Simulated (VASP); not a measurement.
# Pd in VASP: notebook

The runs below take Pd through single point, with PBEsol+D4, HSE06, BLYP+D3(BJ), r2SCAN.

Everything below comes from runs of VASP 6.6.1. Logs are shortened: lines on timing, memory, paths and dates and some standing lists are left out, and cuts for length are marked.

**1. The cell of the first run**

The typed cell holds 1 atom: a = 2.776 Å, b = 2.784 Å, c = 2.729 Å, α = 58.75°, β = 59.81°, γ = 60.03°.

**2. Single point, PBEsol+D4, non-collinear spin, zero start, spin-orbit coupling (the cell strained at random)**

INCAR

```
SYSTEM = Pd
ALGO = Normal
EDIFF = 1E-7
ENCUT = 520
GGA = PS
GGA_COMPAT = .False.
ISIF = 2
ISMEAR = -5
IVDW = 13
LASPH = .True.
LCHARG = .False.
LMAXMIX = 4
LORBIT = 11
LORBMOM = .True.
LREAL = .False.
LSORBIT = .True.
LWAVE = .False.
MAGMOM = 0 0 0
NBANDS = 21
NELM = 150
PREC = Accurate
SIGMA = 0.05
```

KPOINTS

```
k-points
0
Gamma
  9 9 9
  0 0 0
```

POSCAR

```
Pd
1.0
   -0.0046930000      1.9561450000      1.9698920000
    1.9789050000      0.0066140000      1.9585850000
    1.9461710000      1.9121050000      0.0393480000
Pd
1
Direct
   -0.0155690000      0.0085160000      0.0095150000
```

Potentials or basis: VASP PAW PBE potentials, release 64 (Pd).

Command:

```console
cat potpaw_PBE.64/Pd/POTCAR > POTCAR
mpirun -np 1 vasp_ncl > vasp.out
```

OUTCAR:

```text
SYSTEM = Pd
   EDIFF = 1E-7
   ENCUT = 520
   GGA = PS
   ISIF = 2
   ISMEAR = -5
   IVDW = 13
   LASPH = .True.
   LORBIT = 11
   LREAL = .False.
   LSORBIT = .True.
   NELM = 150
   PREC = Accurate

 ion  position               nearest neighbor table
   1  0.984  0.009  0.010-

  LATTYP: Found a triclinic cell.
 ALAT       =     2.7761483708
 B/A-ratio  =     1.3911898986
 C/A-ratio  =     1.0029257945
 COS(alpha) =     0.0047137759
 COS(beta)  =     0.4996218961
 COS(gamma) =     0.7138548492

  Lattice vectors:

 A1 = (   0.0046930000,  -1.9561450000,  -1.9698920000)
 A2 = (   0.0374270000,  -3.8616360000,  -0.0506550000)
 A3 = (  -1.9789050000,  -0.0066140000,  -1.9585850000)

Analysis of symmetry for initial positions (statically):
=====================================================================
 Subroutine PRICEL returns:
 Original cell was already a primitive cell.

 Routine SETGRP: Setting up the symmetry group for a
 triclinic supercell.

 Subroutine GETGRP returns: Found  2 space group operations
 (whereof  1 operations were pure point group operations)
 out of a pool of  2 trial point group operations.

The static configuration has the point symmetry C_1 .
 The point group associated with its full space group is S_2 .

Analysis of symmetry for dynamics (positions and initial velocities):
=====================================================================
 Subroutine PRICEL returns:
 Original cell was already a primitive cell.

 Routine SETGRP: Setting up the symmetry group for a
 triclinic supercell.

 Subroutine GETGRP returns: Found  2 space group operations
 (whereof  1 operations were pure point group operations)
 out of a pool of  2 trial point group operations.

The dynamic configuration has the point symmetry C_1 .
 The point group associated with its full space group is S_2 .

Analysis of structural, dynamic, and magnetic symmetry:
=====================================================================
 Subroutine PRICEL returns:
 Original cell was already a primitive cell.

 Routine SETGRP: Setting up the symmetry group for a
 triclinic supercell.

 Subroutine GETGRP returns: Found  2 space group operations
 (whereof  1 operations were pure point group operations)
 out of a pool of  2 trial point group operations.

The overall configuration has the point symmetry C_1 .
 The point group associated with its full space group is S_2 .

 Subroutine INISYM returns: Found  2 space group operations
 (whereof  1 operations are pure point group operations),
 and found     1 'primitive' translations

----------------------------------------------------------------------------------------

                                     Primitive cell

  volume of cell :      14.7500

  direct lattice vectors                    reciprocal lattice vectors
    -0.004693000  1.956145000  1.969892000    -0.253881292  0.253143358  0.255660422
     1.978905000  0.006614000  1.958585000     0.250146389 -0.259926794  0.258708821
     1.946171000  1.912105000  0.039348000     0.258863478  0.264909114 -0.262443724

  length of vectors
     2.776148371  2.784270811  2.728603188     0.440340234  0.443920498  0.453942559

  position of ions in fractional coordinates (direct lattice)
     0.984431000  0.008516000  0.009515000

  ion indices of the primitive-cell ions
   primitive index   ion index
                 1           1

----------------------------------------------------------------------------------------

 KPOINTS: k-points

Automatic generation of k-mesh.
 Grid dimensions read from file:
 generate k-points for:    9    9    9

 Generating k-lattice:

  Cartesian coordinates                     Fractional coordinates (reciprocal lattice)
    -0.028209032  0.028127040  0.028406714     0.111111111  0.000000000  0.000000000
[... 59 lines left out ...]
   ENCUT  =  520.0 eV  38.22 Ry    6.18 a.u.   5.16  5.18  5.07*2*pi/ulx,y,z
   NELM   =    150;   NELMIN=  2; NELMDL= -5     # of ELM steps
   EDIFF  = 0.1E-06   stopping-criterion for ELM
   LREAL  =      F    real-space projection
   EDIFFG = 0.1E-05   stopping-criterion for IOM
   NSW    =      0    number of steps for IOM
   IBRION =     -1    ionic relax: 0-MD 1-quasi-New 2-CG
   NFREE  =      0    steps in history (QN), initial steepest desc. (CG)
   ISIF   =      2    stress and relaxation
   ISYM   =      2    0-nonsym 1-usesym 2-fastsym
   POTIM  = 0.5000    time-step for ionic-motion
   TEBEG  =    0.0;   TEEND  =   0.0 temperature during run
   PSTRESS=    0.0 pullay stress
   NELECT =      10.0000    total number of electrons
   NUPDOWN=      -1.0000    fix difference up-down
   EMIN   =  10.00;   EMAX   =-10.00  energy-range for DOS
   EFERMI =   0.00;   METHOD = LEGACY
   ISMEAR =    -5;   SIGMA  =   0.05  broadening in eV -4-tet -1-fermi 0-gaus
   EFERMI_NEDOS =   21; number of points for ismear=-14 and -15
   IALGO  =     38    algorithm
   IMIX   =      4    mixing-type and parameters
     AMIX     =   0.40;   BMIX     =  1.00
     AMIX_MAG =   1.60;   BMIX_MAG =  1.00
  volume/ion in A,a.u.               =      14.75        99.54
  Fermi-wavevector in a.u.,A,eV,Ry     =   1.438171  2.717748 28.141401  2.068335
  Thomas-Fermi vector in A             =   2.557167
   LORBIT       =     11    0 simple, 1 ext, 2 COOP (PROOUT), +10 PAW based schemes
   GGA     = PS    functional components
   LHFCALC =     F    Hartree Fock is set to
   AEXX    =    0.0000 exact exchange contribution
   IVDW    =    13    specifies the selected vdW correction
   LEPSILON=     F    determine dielectric tensor
   LRPA    =     F    only Hartree local field effects (RPA)
 Fermi weights with tetrahedron method with Bloechl corrections
  energy-cutoff  :      520.00
  volume of cell :       14.75
 maximum number of plane-waves:       818
 NGX is ok and might be reduce to    24
   NGX = 11   NGY = 11   NGZ = 11

 number of electron      10.0000000 magnetization       0.0000000      0.0000000      0.0000000

 number of electron      10.0000000 magnetization       0.0000000      0.0000000     -0.0000000

 number of electron      10.0000000 magnetization      -0.0011495     -0.0003604      0.0003666

 Free energy of the ion-electron system (eV)
  ---------------------------------------------------
  ext. energy  EPLUGINS =         0.00000000
  ---------------------------------------------------
  free energy    TOTEN  =        -6.00832831 eV

  energy without entropy =       -6.00832831  energy(sigma->0) =       -6.00832831

 E-fermi :   9.6183     XC(G=0): -13.3784

 val. band max:        9.6939211189   @ k =   0.0000   0.2222   0.4444
 cond. band min:       9.3390213937   @ k =   0.3333   0.3333   0.0000
 fundamental gap:     -0.3548997252
 Fermi energy:         9.6182571808

 k-point     1 :       0.0000    0.0000    0.0000
  band No.  band energies     occupation
      1       2.3814      1.00000
      2       2.3816      1.00000
      3       6.5400      1.00000
      4       6.5409      1.00000
      5       6.6436      1.00000
      6       6.6443      1.00000
[... 565 lines left out ...]
     20      32.7101      0.00000
     21      35.7669      0.00000

 [... further k-points ...]

------------------------ aborting loop because EDIFF is reached ----------------------------------------

  DFT-D4 for vdW energy calculation

  Edisp (eV):   -0.28637

  FORCE on cell =-STRESS in cart. coord.  units (eV):
  Direction    XX          YY          ZZ          XY          YZ          ZX
  --------------------------------------------------------------------------------------
  -------------------------------------------------------------------------------------
  Total      -0.55120    -0.47647    -0.47751     0.13377    -0.19878    -0.09678
  in kB     -59.87201   -51.75513   -51.86786    14.53003   -21.59154   -10.51289
  external pressure =      -54.50 kB  Pullay stress =        0.00 kB

 VOLUME and BASIS-vectors are now :
 -----------------------------------------------------------------------------
  energy-cutoff  :      520.00
  volume of cell :       14.75
      direct lattice vectors                 reciprocal lattice vectors
    -0.004693000  1.956145000  1.969892000    -0.253881292  0.253143358  0.255660422
     1.978905000  0.006614000  1.958585000     0.250146389 -0.259926794  0.258708821
     1.946171000  1.912105000  0.039348000     0.258863478  0.264909114 -0.262443724

 POSITION                                       TOTAL-FORCE (eV/Angst)
 -----------------------------------------------------------------------------------
      0.03075      1.94394      1.95628         0.000000      0.000000      0.000000
 -----------------------------------------------------------------------------------
    total drift:                               -0.000000     -0.000000      0.000001

  FREE ENERGIE OF THE ION-ELECTRON SYSTEM (eV)
  ---------------------------------------------------
  free  energy   TOTEN  =        -6.2947031170 eV

  energy  without entropy=       -6.2947031170  energy(sigma->0) =       -6.29470312

 orbital moment (x)

 # of ion     p       d       tot
 ----------------------------------------
  1        -0.000  -0.000  -0.000
 ----------------------------------------
           -0.000  -0.000  -0.000

 orbital moment (y)

 # of ion     p       d       tot
 ----------------------------------------
  1        -0.000  -0.000  -0.000
 ----------------------------------------
           -0.000  -0.000  -0.000

 orbital moment (z)

 # of ion     p       d       tot
 ----------------------------------------
  1         0.000   0.000   0.000
 ----------------------------------------
            0.000   0.000   0.000

 Spin-Orbit-Coupling matrix elements

 Ion:    1  E_soc:     -0.0918920
 l=   1
     0.0000000    -0.0025777    -0.0025799
    -0.0025777     0.0000000    -0.0025677
    -0.0025799    -0.0025677     0.0000000
 l=   2
     0.0000000    -0.0023580     0.0000000    -0.0023999    -0.0103799
    -0.0023580     0.0000000    -0.0076073    -0.0023910    -0.0026520
     0.0000000    -0.0076073     0.0000000    -0.0078623     0.0000000
    -0.0023999    -0.0023910    -0.0078623     0.0000000    -0.0025703
    -0.0103799    -0.0026520     0.0000000    -0.0025703     0.0000000
 l=   3
     0.0000000     0.0000000     0.0000000     0.0000000     0.0000000     0.0000000     0.0000000
     0.0000000     0.0000000     0.0000000     0.0000000     0.0000000     0.0000000     0.0000000
     0.0000000     0.0000000     0.0000000     0.0000000     0.0000000     0.0000000     0.0000000
     0.0000000     0.0000000     0.0000000     0.0000000     0.0000000     0.0000000     0.0000000
     0.0000000     0.0000000     0.0000000     0.0000000     0.0000000     0.0000000     0.0000000
     0.0000000     0.0000000     0.0000000     0.0000000     0.0000000     0.0000000     0.0000000
     0.0000000     0.0000000     0.0000000     0.0000000     0.0000000     0.0000000     0.0000000

 total charge

# of ion       s       p       d       tot
------------------------------------------
    1        0.484   0.483   8.462   9.428

 magnetization (x)

# of ion       s       p       d       tot
------------------------------------------
    1        0.000   0.000  -0.001  -0.001

 magnetization (y)

# of ion       s       p       d       tot
------------------------------------------
    1        0.000   0.000  -0.000  -0.000

 magnetization (z)

# of ion       s       p       d       tot
------------------------------------------
    1       -0.000  -0.000   0.000   0.000
```

Wall time 1.9 min (1 thread of Intel Xeon Platinum 8488C (Sapphire Rapids), shared host); peak memory 0.3 GiB.

Results:

| Property | Result |
| --- | --- |
| Free energy | -6.2947 eV |
| Pressure | -5.4 GPa |
| Net moment | 0.00 μB per cell |
| Valence electrons inside the program's atomic spheres | Pd 9.43 |
| Dispersion energy per atom | -0.286 eV |

Moments on the atoms (μB; x, y, z):
```
Pd  0.00 0.00 0.00
```

Caveat: the cell differs from its parent crystal (the cell strained at random); the cell stands under tension; the PAW data sets were made with another functional, which shifts forces and pressure a little.

**3. Single point, HSE06**

POSCAR

```
Pd
1.0
    0.0000000000      1.9465000000      1.9465000000
    1.9465000000      0.0000000000      1.9465000000
    1.9465000000      1.9465000000      0.0000000000
Pd
1
Direct
    0.0000000000      0.0000000000      0.0000000000
```

INCAR.step1

```
SYSTEM = Pd
  PREC = Accurate
  ENCUT = 520
  EDIFF = 1E-5
  ISMEAR = 1
  SIGMA = 0.05
  LREAL = .False.
  LASPH = .True.
  NELM = 100
  ALGO = Normal
  ISIF = 2
  LWAVE = .True.
  LCHARG = .False.
  GGA = PE
  NBANDS = 11
```

INCAR.step2

```
SYSTEM = Pd
  PREC = Accurate
  ENCUT = 520
  EDIFF = 1E-7
  ISMEAR = 1
  SIGMA = 0.05
  LREAL = .False.
  LASPH = .True.
  NELM = 100
  ALGO = Normal
  ISIF = 2
  LWAVE = .False.
  LCHARG = .False.
  GGA = PE
  LHFCALC = .True.
  HFSCREEN = 0.2079
  PRECFOCK = Normal
  ISTART = 1
  NBANDS = 11
```

KPOINTS

```
Automatic mesh
0
Gamma
  6 6 6
  0 0 0
```

Potentials or basis: VASP PAW PBE potentials, release 64 (Pd).

Command:

```console
cat potpaw_PBE.64/Pd/POTCAR > POTCAR
cp INCAR.step1 INCAR
mpirun -np 1 vasp_std > vasp.out
cp INCAR.step2 INCAR
mpirun -np 1 vasp_std > vasp.out
```

It took 6.5 min on 1 thread of Intel Xeon Platinum 8375C at 2.90GHz (Ice Lake), shared host; peak memory 0.23 GiB.

It converged, with:

| Property | Result |
| --- | --- |
| Free energy | -5.9519 eV |
| Pressure | 1.2 GPa |
| Band gap on the k mesh | zero (bands 5 and 6 overlap by 2.24 eV) |

Levels at points of the mesh, in eV from the Fermi level:
```tsv
k point	band 2	band 3	band 4	band 5	band 6	band 7	band 8	band 9
(0.00, 0.00, 0.00)	-3.26	-3.26	-3.26	-1.69	-1.69	18.91	23.89	23.89
(0.50, 0.00, 0.00)	-3.39	-3.39	-0.05	-0.05	1.78	8.84	18.22	23.12
(0.50, 0.50, 0.00)	-5.69	-0.32	0.52	0.52	4.39	12.44	14.89	14.89
```

Caveat: the k points lie up to 0.47 Å⁻¹ apart, too coarse for converged energies and pressures of a metal; the PAW data sets were made with another functional, which shifts forces and pressure a little.

**4. Single point, HSE06**

POSCAR is that of step 3.

INCAR.step1

```
ALGO = Normal
EDIFF = 1E-5
ENCUT = 520
GGA = PE
ISIF = 2
ISMEAR = 1
LASPH = True
LREAL = False
LWAVE = True
NBANDS = 11
NELM = 80
PREC = Accurate
SIGMA = 0.05
```

INCAR.step2

```
ALGO = Normal
EDIFF = 1E-7
ENCUT = 520
GGA = PE
HFSCREEN = 0.2079
ISIF = 2
ISMEAR = 1
ISTART = 1
LASPH = True
LCHARG = True
LELF = True
LHFCALC = True
LREAL = False
LVHAR = True
LWAVE = False
NBANDS = 11
NELM = 80
PREC = Accurate
PRECFOCK = Normal
SIGMA = 0.05
```

KPOINTS

```
k-points
0
Gamma
  6 6 6
```

Command:

```console
cat potpaw_PBE.64/Pd/POTCAR > POTCAR
cp INCAR.step1 INCAR
mpirun -np 1 vasp_std > vasp.out
cp INCAR.step2 INCAR
mpirun -np 1 vasp_std > vasp.out
```

It took 6.7 min on 1 thread of Intel Xeon Platinum 8375C at 2.90GHz (Ice Lake), shared host; peak memory 0.23 GiB.

Results (log left out):

```yaml
Free_energy: -5.9519 eV
Pressure: 1.2 GPa
Band_gap_on_the_k_mesh: zero (bands 5 and 6 overlap by 2.24 eV)
```

Levels at points of the mesh, in eV from the Fermi level:
| k point | band 1 | band 2 | band 3 | band 4 | band 5 | band 6 | band 7 | band 8 | band 9 | band 10 |
| --- | --- | --- | --- | --- | --- | --- | --- | --- | --- | --- |
| (0.00, 0.00, 0.00) | -7.36 | -3.26 | -3.26 | -3.26 | -1.69 | -1.69 | 18.91 | 23.89 | 23.89 | 23.89 |
| (0.50, 0.00, 0.00) | -5.77 | -3.39 | -3.39 | -0.05 | -0.05 | 1.78 | 8.84 | 18.22 | 23.12 | 23.12 |
| (0.50, 0.50, 0.00) | -6.06 | -5.69 | -0.32 | 0.52 | 0.52 | 4.39 | 12.44 | 14.89 | 14.89 | 23.65 |

Caveat: the k points lie up to 0.47 Å⁻¹ apart, too coarse for converged energies and pressures of a metal; the PAW data sets were made with another functional, which shifts forces and pressure a little.

**5. Single point, BLYP+D3(BJ)**

This run uses another cell than the first one, of 13.87 Å³/atom.

INCAR

```
SYSTEM = Pd
PREC     = Accurate       ! precision mode
ENCUT    = 630            ! plane-wave cutoff, eV
EDIFF    = 1E-6           ! SCF threshold, eV
ISMEAR   = -1             ! smearing method
SIGMA    = 0.05           ! smearing width, eV
LREAL    = .FALSE.        ! projectors in reciprocal space
LASPH    = .TRUE.         ! aspherical terms in the spheres
NELM     = 120            ! most SCF steps
ALGO     = Normal         ! electronic algorithm
ISIF     = 2              ! what is computed and relaxed
LWAVE    = .FALSE.        ! write WAVECAR
LCHARG   = .FALSE.        ! write CHGCAR
GGA      = B5             ! functional
ALDAX    = 1.0          
AGGAX    = 1.0          
AGGAC    = 1.0          
ALDAC    = 0.0          
IVDW     = 12             ! dispersion correction
VDW_S6   = 1.0          
VDW_S8   = 2.6996       
VDW_A1   = 0.4298       
VDW_A2   = 4.2359       
NBANDS   = 15             ! bands
GGA_COMPAT= .FALSE.
```

KPOINTS

```
Automatic mesh
0
G
  12 12 12
  0 0 0
```

POSCAR

```
Pd
1.0
    0.0000000000      1.9067643606      1.9067643606
    1.9067643606      0.0000000000      1.9067643606
    1.9067643606      1.9067643606      0.0000000000
Pd
1
Direct
    0.0000000000      0.0000000000      0.0000000000
```

Potentials or basis: VASP PAW PBE potentials, release 64 (Pd_sv_GW).

Command:

```console
cat potpaw_PBE.64/Pd_sv_GW/POTCAR > POTCAR
mpirun -np 1 vasp_std > vasp.out
```

Run time: 21 s. Hardware: 1 thread of AMD EPYC 9R45 (Zen 5), shared host; peak memory 0.14 GiB.

The run converged. Its results:

| Item | Value |
| --- | --- |
| Free energy | -4.4469 eV |
| Pressure | 15.0 GPa |
| Band gap on the k mesh | zero (bands 9 and 10 overlap by 1.78 eV) |
| Dispersion energy per atom | -1.634 eV |

Levels at points of the mesh, in eV from the Fermi level:
| k point | band 7 | band 8 | band 9 | band 10 | band 11 | band 12 |
| --- | --- | --- | --- | --- | --- | --- |
| (0.00, 0.00, 0.00) | -3.12 | -3.12 | -1.36 | -1.36 | 17.36 | 22.25 |
| (0.50, 0.00, 0.00) | -3.18 | -0.01 | -0.01 | 1.20 | 7.91 | 16.82 |
| (0.50, 0.50, 0.00) | -0.05 | 0.35 | 0.35 | 3.61 | 11.57 | 13.66 |

Caveat: the cell stands under pressure; the dispersion term is far too large for a dense solid, which distorts pressure and volume; the PAW data sets were made with another functional, which shifts forces and pressure a little.

[end of part 1 of 2]

The gap in the log of VASP goes by the Fermi energy; the results here count the filled bands.